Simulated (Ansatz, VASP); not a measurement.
# One calculation of HfN, two programs

File INCAR:

```
PREC = Accurate ; ENCUT = 520
EDIFF = 1E-7 ; ISMEAR = 0
SIGMA = 0.15 ; LREAL = F
LASPH = T ; NELM = 60
ALGO = Normal ; ISIF = 2
LWAVE = F ; LCHARG = F
GGA = PS ; NBANDS = 14
```

File KPOINTS:

```
Automatic mesh
0
Gamma
  16 16 16
```

Contents of POSCAR:

```
HfN
1.0
    0.0000000000      2.4548220000      2.4548220000
    2.4548220000      0.0000000000      2.4548220000
    2.4548220000      2.4548220000      0.0000000000
Hf N
1 1
Direct
    0.0000000000      0.0000000000      0.0000000000
    0.7235410937      0.7588196354      0.7588196354
```

Input for Ansatz:

```yaml
crystal:
  lattice:
    - [0.0, 2.454822, 2.454822]
    - [2.454822, 0.0, 2.454822]
    - [2.454822, 2.454822, 0.0]
  atoms:
    - { symbol: Hf, position: [0.0, 0.0, 0.0] }
    - { symbol: "N", position: [0.7235410937, 0.7588196354, 0.7588196354] }
basis:
  ecutwfc: 420
kpoints:
  mp_grid: { grid: [16, 16, 16] }
hamiltonian:
  xc: pbesol
scf:
  occupations: { method: gaussian, width: 0.15 }
output:
  forces: true
  stress: true
  eigenvalues: true
```

Change from the starting cell: all N atoms moved +0.075 Å, as atom 2 towards its neighbour atom 1 (Hf) at 2.126 Å.

Alike in both runs: task single point; functional PBEsol; k mesh 16 × 16 × 16; occupations gaussian, width 0.15 eV; no spin polarisation.

```csv
,VASP,Ansatz
version,VASP 6.6.1,Ansatz 0.2.0
potentials or method,"VASP PAW PBE potentials, release 64 (Hf_pv, N), cutoff 520 eV","scalar-relativistic, plane waves, PAW"
valence electrons in the cell,15,31
```

```csv
,VASP,Ansatz,Ansatz less VASP
gap on the k mesh at the Fermi level (eV),none,none,-
pressure (GPa),-5.3,-4.4,+0.88
"traceless stress, the component that is largest in VASP (GPa)",-2.57,-2.55,+0.013
rms of the force components (eV/Å),0.567,0.563,-0.0042
```

VASP's potentials were made for PBE, not for PBEsol. Atom by atom the forces differ by 0.004 eV/Å (rms over components). A gap of «none» marks a metal or a gap that the smearing closes. With one functional, cell and mesh, what is left measures potentials, basis and numerics. VASP's potentials hold 15 valence electrons a cell and Ansatz's 31, so a difference there can come from the potentials and not from the codes.

Neither program's run includes spin-orbit coupling.
